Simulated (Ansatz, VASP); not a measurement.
**One calculation of Si, two programs**

```xyz
17
Lattice="0.0000 5.4300 5.4300 5.4300 0.0000 5.4300 5.4300 5.4300 0.0000" Properties=species:S:1:pos:R:3 pbc="T T T"
Si   -0.0019    0.0051   -0.0334
Si    1.3774    1.3820    1.3373
Si    2.7147    2.7129    0.0001
Si    4.0491    4.0528    1.3338
Si    2.7479    0.0047    2.7162
Si    4.0664    1.3696    4.0778
Si    5.4300    2.6862    2.7147
Si    6.8108    4.0527    4.0956
Si    0.0002    2.7551    2.7149
Si    1.3632    4.0745    4.0776
Si    2.6819    5.4354    2.7126
Si    4.0522    6.8124    4.0925
Si    2.7150    2.7229    5.4294
Si    4.0671    4.0739    6.7816
Si    5.4316    5.4349    5.4626
Si    6.7931    6.7998    6.7810
Si    5.4296    5.4289    2.7150
```

Alike in both runs: functional LDA; k mesh 2 × 2 × 2; occupations fermi-dirac, width 0.05 eV; no spin polarisation.

Ansatz relaxed the structure, and its values are those at the end. VASP's run is a single point on that final structure, the one shown.

|  | VASP | Ansatz |
| --- | --- | --- |
| version | VASP 6.6.1 | Ansatz 0.2.0 |
| potentials or method | VASP PAW LDA potentials, release 64 (Si), cutoff 520 eV | scalar-relativistic, plane waves, PAW |
| valence electrons in the cell | 68 | 68 |

```csv
,VASP,Ansatz,Ansatz less VASP
rms of the force components (eV/Å),0.005,0.005,0.0000
```

Ansatz warns that its potentials were made for another functional, while VASP's fit it. LDA's correlation is that of Perdew and Zunger in VASP and of Perdew and Wang (1992) in Ansatz.

The k mesh is coarse, so the values compare programs but aren't converged.
